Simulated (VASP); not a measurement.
# ZrSi7 (P-43m) in VASP: notebook

Runs on ZrSi7. Level: PBEsol. Tasks: electric field gradients, vibrations by perturbation theory.

Everything below comes from runs of VASP 6.6.1. Logs are shortened: lines on timing, memory, paths and dates and some standing lists are left out, and cuts for length are marked.

## (1) The cell of the first run

The structure is cubic, space group P-43m (No. 215). The conventional cell has a = 5.599 Å, b = 5.599 Å, c = 5.599 Å, α = 90.00°, β = 90.00°, γ = 90.00°. Zr (site symmetry -43m) has 4 Si at 2.58 Å within 3.4 Å. Si (site symmetry 3m) has 3 Si at 2.38 Å and 1 Zr at 2.58 Å within 3.1 Å. Within 3.1 Å of Si (site symmetry -42m) lie 4 Si at 2.38 Å.

## (2) Electric field gradients, PBEsol

INCAR

```
PREC     = Accurate       # precision mode
ENCUT    = 520            # plane-wave cutoff, eV
EDIFF    = 1E-8           # SCF threshold, eV
ISMEAR   = -1             # smearing method
SIGMA    = 0.15           # smearing width, eV
LREAL    = F              # projectors in reciprocal space
LASPH    = T              # aspherical terms in the spheres
NELM     = 80             # most SCF steps
ALGO     = Normal         # electronic algorithm
ISIF     = 2              # what is computed and relaxed
LWAVE    = F              # write WAVECAR
LCHARG   = F              # write CHGCAR
GGA      = PS             # functional
LEFG     = T            
NBANDS   = 30             # bands
```

KPOINTS

```
Automatic mesh
0
Gamma
  6 6 6
```

POSCAR

```
ZrSi7
1.0
    5.5993081138      0.0000000000      0.0000000000
    0.0000000000      5.5993081138      0.0000000000
    0.0000000000      0.0000000000      5.5993081138
Zr Si
1 7
Direct
    0.0000000000      0.0000000000      0.0000000000
    0.2663053998      0.2663053998      0.2663053998
    0.0000000000      0.5000000000      0.5000000000
    0.5000000000      0.5000000000      0.0000000000
    0.5000000000      0.0000000000      0.5000000000
    0.7336946002      0.2663053998      0.7336946002
    0.7336946002      0.7336946002      0.2663053998
    0.2663053998      0.7336946002      0.7336946002
```

Potentials or basis: VASP PAW PBE potentials, release 64 (Zr_sv, Si).

Started as:

```
cat potpaw_PBE.64/Zr_sv/POTCAR potpaw_PBE.64/Si/POTCAR > POTCAR
mpirun -np 1 vasp_std > vasp.out
```

OUTCAR:

```text
PREC = Accurate
   ENCUT = 520
   EDIFF = 1E-8
   ISMEAR = -1
   LREAL = F
   LASPH = T
   NELM = 80
   ISIF = 2
   GGA = PS

 ion  position               nearest neighbor table
   1  0.000  0.000  0.000-   2 2.58   6 2.58   7 2.58   8 2.58
   2  0.266  0.266  0.266-   3 2.38   4 2.38   5 2.38   1 2.58
   3  0.000  0.500  0.500-   2 2.38   6 2.38   7 2.38   8 2.38
   4  0.500  0.500  0.000-   2 2.38   6 2.38   7 2.38   8 2.38
   5  0.500  0.000  0.500-   2 2.38   6 2.38   7 2.38   8 2.38
   6  0.734  0.266  0.734-   3 2.38   4 2.38   5 2.38   1 2.58
   7  0.734  0.734  0.266-   3 2.38   4 2.38   5 2.38   1 2.58
   8  0.266  0.734  0.734-   3 2.38   4 2.38   5 2.38   1 2.58

  LATTYP: Found a simple cubic cell.
 ALAT       =     5.5993081138

  Lattice vectors:

 A1 = (   5.5993081138,   0.0000000000,   0.0000000000)
 A2 = (   0.0000000000,   5.5993081138,   0.0000000000)
 A3 = (   0.0000000000,   0.0000000000,   5.5993081138)

Analysis of symmetry for initial positions (statically):
=====================================================================
 Subroutine PRICEL returns:
 Original cell was already a primitive cell.

 Routine SETGRP: Setting up the symmetry group for a
 simple cubic supercell.

 Subroutine GETGRP returns: Found 24 space group operations
 (whereof 24 operations were pure point group operations)
 out of a pool of 48 trial point group operations.

The static configuration has the point symmetry T_d .

Analysis of symmetry for dynamics (positions and initial velocities):
=====================================================================
 Subroutine PRICEL returns:
 Original cell was already a primitive cell.

 Routine SETGRP: Setting up the symmetry group for a
 simple cubic supercell.

 Subroutine GETGRP returns: Found 24 space group operations
 (whereof 24 operations were pure point group operations)
 out of a pool of 48 trial point group operations.

The dynamic configuration has the point symmetry T_d .

 Subroutine INISYM returns: Found 24 space group operations
 (whereof 24 operations are pure point group operations),
 and found     1 'primitive' translations

----------------------------------------------------------------------------------------

                                     Primitive cell

  volume of cell :     175.5509

  direct lattice vectors                    reciprocal lattice vectors
     5.599308114  0.000000000  0.000000000     0.178593494  0.000000000  0.000000000
     0.000000000  5.599308114  0.000000000     0.000000000  0.178593494  0.000000000
     0.000000000  0.000000000  5.599308114     0.000000000  0.000000000  0.178593494

  length of vectors
     5.599308114  5.599308114  5.599308114     0.178593494  0.178593494  0.178593494

  position of ions in fractional coordinates (direct lattice)
     0.000000000  0.000000000  0.000000000
     0.266305400  0.266305400  0.266305400
     0.000000000  0.500000000  0.500000000
     0.500000000  0.500000000  0.000000000
     0.500000000  0.000000000  0.500000000
     0.733694600  0.266305400  0.733694600
     0.733694600  0.733694600  0.266305400
     0.266305400  0.733694600  0.733694600

  ion indices of the primitive-cell ions
   primitive index   ion index
                 1           1
                 2           2
                 3           3
                 4           4
                 5           5
                 6           6
                 7           7
                 8           8

----------------------------------------------------------------------------------------

 KPOINTS: Automatic mesh

Automatic generation of k-mesh.
 Grid dimensions read from file:
 generate k-points for:    6    6    6

 Generating k-lattice:

  Cartesian coordinates                     Fractional coordinates (reciprocal lattice)
     0.029765582  0.000000000  0.000000000     0.166666667  0.000000000  0.000000000
     0.000000000  0.029765582  0.000000000     0.000000000  0.166666667  0.000000000
     0.000000000  0.000000000  0.029765582     0.000000000  0.000000000  0.166666667

  Length of vectors
     0.029765582  0.029765582  0.029765582

  Shift w.r.t. Gamma in fractional coordinates (k-lattice)
     0.000000000  0.000000000  0.000000000

 Subroutine IBZKPT returns following result:
 ===========================================

 Found     20 irreducible k-points:

 Following reciprocal coordinates:
            Coordinates               Weight
  0.000000  0.000000  0.000000      1.000000
  0.166667  0.000000  0.000000      6.000000
  0.333333  0.000000  0.000000      6.000000
  0.500000  0.000000  0.000000      3.000000
  0.166667  0.166667  0.000000     12.000000
  0.333333  0.166667  0.000000     24.000000
[... 12 lines left out ...]
  0.500000  0.500000  0.333333      6.000000
  0.500000  0.500000  0.500000      1.000000
   k-points           NKPTS =     20   k-points in BZ     NKDIM =     20   number of bands    NBANDS=     30
   number of dos      NEDOS =    301   number of ions     NIONS =      8
   total plane-waves  NPLWV =  74088
   dimension x,y,z NGX =    42 NGY =   42 NGZ =   42
   dimension x,y,z NGXF=    84 NGYF=   84 NGZF=   84
   ions per type =               1   7
   NGX,Y,Z   is equivalent  to a cutoff of  12.47, 12.47, 12.47 a.u.
   NGXF,Y,Z  is equivalent  to a cutoff of  24.94, 24.94, 24.94 a.u.
 SYSTEM =  unknown system
   PREC   = accura    normal or accurate (medium, high low for compatibility)
   ISTART =      0    job   : 0-new  1-cont  2-samecut
   ICHARG =      2    charge: 1-file 2-atom 10-const
   ISPIN  =      1    spin polarized calculation?
   LNONCOLLINEAR =      F non collinear calculations
   LSORBIT =      F    spin-orbit coupling
   LASPH  =      T    aspherical Exc in radial PAW
   ENCUT  =  520.0 eV  38.22 Ry    6.18 a.u.  10.41 10.41 10.41*2*pi/ulx,y,z
   NELM   =     80;   NELMIN=  2; NELMDL= -5     # of ELM steps
   EDIFF  = 0.1E-07   stopping-criterion for ELM
   LREAL  =      F    real-space projection
   EDIFFG = 0.1E-06   stopping-criterion for IOM
   NSW    =      0    number of steps for IOM
   IBRION =     -1    ionic relax: 0-MD 1-quasi-New 2-CG
   NFREE  =      0    steps in history (QN), initial steepest desc. (CG)
   ISIF   =      2    stress and relaxation
   ISYM   =      2    0-nonsym 1-usesym 2-fastsym
   POTIM  = 0.5000    time-step for ionic-motion
   TEBEG  =    0.0;   TEEND  =   0.0 temperature during run
   PSTRESS=    0.0 pullay stress
   NELECT =      40.0000    total number of electrons
   NUPDOWN=      -1.0000    fix difference up-down
   EMIN   =  10.00;   EMAX   =-10.00  energy-range for DOS
   EFERMI =   0.00;   METHOD = LEGACY
   ISMEAR =    -1;   SIGMA  =   0.15  broadening in eV -4-tet -1-fermi 0-gaus
   EFERMI_NEDOS =   21; number of points for ismear=-14 and -15
   IALGO  =     38    algorithm
   IMIX   =      4    mixing-type and parameters
     AMIX     =   0.40;   BMIX     =  1.00
     AMIX_MAG =   1.60;   BMIX_MAG =  1.00
  volume/ion in A,a.u.               =      21.94       148.08
  Fermi-wavevector in a.u.,A,eV,Ry     =   0.999909  1.889554 13.603349  0.999818
  Thomas-Fermi vector in A             =   2.132230
   LORBIT       =      0    0 simple, 1 ext, 2 COOP (PROOUT), +10 PAW based schemes
   GGA     = PS    functional components
   LHFCALC =     F    Hartree Fock is set to
   AEXX    =    0.0000 exact exchange contribution
   IVDW    =     0    specifies the selected vdW correction
   LEPSILON=     F    determine dielectric tensor
   LRPA    =     F    only Hartree local field effects (RPA)
 non-spin polarized calculation
  energy-cutoff  :      520.00
  volume of cell :      175.55
 maximum number of plane-waves:      4757
 NGX is ok and might be reduce to    42
   NGX = 21   NGY = 21   NGZ = 21

 number of electron      40.0000000 magnetization

 Free energy of the ion-electron system (eV)
  ---------------------------------------------------
  ext. energy  EPLUGINS =         0.00000000
  ---------------------------------------------------
  free energy    TOTEN  =       -46.89005754 eV

  energy without entropy =      -46.73786419  energy(sigma->0) =      -46.81396087

 E-fermi :   5.5356     XC(G=0):  -9.4778

 val. band max:        5.2962476223   @ k =   0.5000   0.0000   0.0000
 cond. band min:       5.6117092031   @ k =   0.1667   0.1667   0.0000
 fundamental gap:      0.3154615808
 Fermi energy:         5.5355640224

 k-point     1 :       0.0000    0.0000    0.0000
  band No.  band energies     occupation
      1     -43.0772      2.00000
      2     -21.2004      2.00000
      3     -21.2004      2.00000
      4     -21.2004      2.00000
      5      -5.8485      2.00000
      6      -2.4272      2.00000
[... 22 lines left out ...]
     29       9.4207      0.00000
     30       9.5519      0.00000
[... 596 lines left out ...]
  band No.  band energies     occupation
      1     -43.0772      2.00000
      2     -21.2012      2.00000
      3     -21.2012      2.00000
      4     -21.2012      2.00000
      5      -4.0424      2.00000
      6      -4.0424      2.00000
[... 22 lines left out ...]
     29       9.6546      0.00000
     30       9.6546      0.00000

------------------------ aborting loop because EDIFF is reached ----------------------------------------

  FORCE on cell =-STRESS in cart. coord.  units (eV):
  Direction    XX          YY          ZZ          XY          YZ          ZX
  --------------------------------------------------------------------------------------
  -------------------------------------------------------------------------------------
  Total        0.0932122      0.0932122      0.0932122      0.0000000     -0.0000000      0.0000000
  in kB        0.8507078      0.8507078      0.8507078      0.0000000     -0.0000000      0.0000000
  external PRESSURE =       0.8507078 kB  Pullay stress =       0.0000000 kB

 VOLUME and BASIS-vectors are now :
 -----------------------------------------------------------------------------
  energy-cutoff  :      520.00
  volume of cell :      175.55
      direct lattice vectors                 reciprocal lattice vectors
     5.599308114  0.000000000  0.000000000     0.178593494  0.000000000  0.000000000
     0.000000000  5.599308114  0.000000000     0.000000000  0.178593494  0.000000000
     0.000000000  0.000000000  5.599308114     0.000000000  0.000000000  0.178593494

 POSITION                                       TOTAL-FORCE (eV/Angst)
 -----------------------------------------------------------------------------------
      0.00000      0.00000      0.00000        -0.000000     -0.000000      0.000000
      1.49113      1.49113      1.49113         0.003766      0.003766      0.003766
      0.00000      2.79965      2.79965        -0.000000     -0.000000      0.000000
      2.79965      2.79965      0.00000        -0.000000     -0.000000      0.000000
      2.79965      0.00000      2.79965        -0.000000     -0.000000      0.000000
      4.10818      1.49113      4.10818        -0.003766      0.003766     -0.003766
      4.10818      4.10818      1.49113        -0.003766     -0.003766      0.003766
      1.49113      4.10818      4.10818         0.003766     -0.003766     -0.003766
 -----------------------------------------------------------------------------------
    total drift:                                0.000000      0.000000      0.000000

  FREE ENERGIE OF THE ION-ELECTRON SYSTEM (eV)
  ---------------------------------------------------
  free  energy   TOTEN  =       -46.8900575417 eV

  energy  without entropy=      -46.7378641904  energy(sigma->0) =      -46.81396087

 Electric field gradients (V/A^2)
---------------------------------------------------------------------
 ion       V_xx      V_yy      V_zz      V_xy      V_xz      V_yz
---------------------------------------------------------------------
   1       0.000     0.000    -0.000    -0.000     0.000     0.000
   2      -0.000     0.000    -0.000   -19.738   -19.738   -19.738
   3     -13.083     6.541     6.541    -0.000    -0.000     0.000
   4       6.541     6.541   -13.083    -0.000     0.000    -0.000
   5       6.541   -13.083     6.541    -0.000     0.000     0.000
   6      -0.000    -0.000     0.000    19.738   -19.738    19.738
   7      -0.000    -0.000    -0.000   -19.738    19.738    19.738
   8      -0.000    -0.000     0.000    19.738    19.738   -19.738
---------------------------------------------------------------------

 Electric field gradients after diagonalization (V/A^2)
 (convention: |V_zz| > |V_xx| > |V_yy|)
----------------------------------------------------------------------
 ion       V_xx      V_yy      V_zz     asymmetry (V_yy - V_xx)/ V_zz
----------------------------------------------------------------------
   1      -0.000     0.000     0.000       1.905
   2      19.738    19.738   -39.476       0.000
   3       6.541     6.541   -13.083       0.000
   4       6.541     6.541   -13.083       0.000
   5       6.541     6.541   -13.083       0.000
   6      19.738    19.738   -39.476       0.000
   7      19.738    19.738   -39.476       0.000
   8      19.738    19.738   -39.476       0.000
----------------------------------------------------------------------

           NMR quadrupolar parameters

 Cq : quadrupolar parameter    Cq=e*Q*V_zz/h
 eta: asymmetry parameters     (V_yy - V_xx)/ V_zz
 Q  : nuclear electric quadrupole moment in mb (millibarn)
----------------------------------------------------------------------
 ion       Cq(MHz)       eta       Q (mb)
----------------------------------------------------------------------
   1       0.000       1.905       1.000
   2      -0.095       0.000       1.000
   3      -0.032       0.000       1.000
   4      -0.032       0.000       1.000
   5      -0.032       0.000       1.000
   6      -0.095       0.000       1.000
   7      -0.095       0.000       1.000
   8      -0.095       0.000       1.000
----------------------------------------------------------------------
```

It took 99 s on 1 thread of Intel Xeon Platinum 8259CL at 2.50GHz (Skylake/Cascade Lake), shared host; peak memory 0.3 GiB.

Results:

```
Free energy                             : -46.8901 eV
Pressure                                : 0.1 GPa
Largest force                           : 0.007 eV/Å
Band gap on the k mesh                  : zero (bands 20 and 21 overlap by 0.17 eV)
Largest electric field gradient by atom : Zr -0.0; Si -39.5, -13.1 (each value once) V/Å²
```

Forces on the atoms (eV/Å):
```
Zr   0.000  0.000  0.000
Si   0.004  0.004  0.004
Si   0.000  0.000  0.000
Si   0.000  0.000  0.000
Si   0.000  0.000  0.000
Si  -0.004  0.004 -0.004
Si  -0.004 -0.004  0.004
Si   0.004 -0.004 -0.004
```

Electric field gradients, principal values (V/Å²):
```csv
atom,least,middle,greatest (by size)
1 Zr,0.000,0.000,0.000
2 Si,19.738,19.738,-39.476
3 Si,6.541,6.541,-13.083
4 Si,6.541,6.541,-13.083
5 Si,6.541,6.541,-13.083
6 Si,19.738,19.738,-39.476
7 Si,19.738,19.738,-39.476
8 Si,19.738,19.738,-39.476
```

Caveat: without QUAD_EFG the Cq values of the log hold for a quadrupole moment of 1 mb, not for the nuclei; the PAW data sets were made with another functional, which shifts forces and pressure a little.

(Part 1 of 2 ends here.)
